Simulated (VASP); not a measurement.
Wanted: the native input for a VASP 6.6.1 run.

```
Task                   : single point
Functional             : r2SCAN
Potentials or basis    : VASP PAW PBE potentials, release 64 (Cr_pv)
Cutoff                 : 520 eV
k mesh                 : 10 × 10 × 15
Occupations            : fermi-dirac, width 0.1 eV
Spin                   : no spin polarisation
Dipole correction      : no
Further INCAR settings : ALGO = Normal; EDIFF = 1e-06; NBANDS = 25
```

Cr:

```
CELL_PARAMETERS angstrom
4.26098 0.00000 0.00000
-2.13049 3.69012 0.00000
0.00000 0.00000 2.29910
ATOMIC_POSITIONS crystal
Cr 0.00000 0.00000 0.00000
Cr 0.33333 0.66667 0.50000
Cr 0.66667 0.33333 0.50000
```

This isn't the form of Cr at room conditions, which is bcc.

These files were run (other wordings do the same):

POSCAR

```
Cr
1.0
    4.2609846073      0.0000000000      0.0000000000
   -2.1304923037      3.6901209151      0.0000000000
    0.0000000000      0.0000000000      2.2991025282
Cr
3
Direct
    0.0000000000      1.0000000000      0.0000000000
    0.3333333333      0.6666666667      0.5000000000
    0.6666666667      0.3333333333      0.5000000000
```

INCAR.step1

```
ALGO = Normal ; EDIFF = 1E-4
ENCUT = 520 ; GGA = PE
ISMEAR = -1 ; LASPH = True
LCHARG = False ; LREAL = False
LWAVE = True ; NBANDS = 25
NELM = 80 ; PREC = Accurate
SIGMA = 0.1
```

INCAR.step2

```
ALGO = Normal ; EDIFF = 1E-6
ENCUT = 520 ; ISIF = 2
ISMEAR = -1 ; ISTART = 1
LASPH = True ; LCHARG = False
LMIXTAU = True ; LREAL = False
LWAVE = False ; METAGGA = R2SCAN
NBANDS = 25 ; NELM = 80
PREC = Accurate ; SIGMA = 0.1
```

KPOINTS

```
k-points
0
Gamma
  10 10 15
```

Potentials or basis: VASP PAW PBE potentials, release 64 (Cr_pv).

Command:

```sh
$ cat potpaw_PBE.64/Cr_pv/POTCAR > POTCAR
$ cp INCAR.step1 INCAR
$ mpirun -np 1 vasp_std > vasp.out
$ cp INCAR.step2 INCAR
$ mpirun -np 1 vasp_std > vasp.out
```

Results of the run:

```yaml
Pressure: -8.4 GPa
Band_gap_on_the_k_mesh: zero (bands 18 and 19 overlap by 0.55 eV)
```

Caveat: the cell stands under tension; the PAW data sets were made with another functional, which shifts forces and pressure a little; the run has no spin polarisation, though such a crystal can be magnetic.

It took 2.3 min on 1 thread of Intel(R) Xeon(R) 6975P-C (Granite Rapids), with other jobs on the host, peak memory 0.2 GiB.
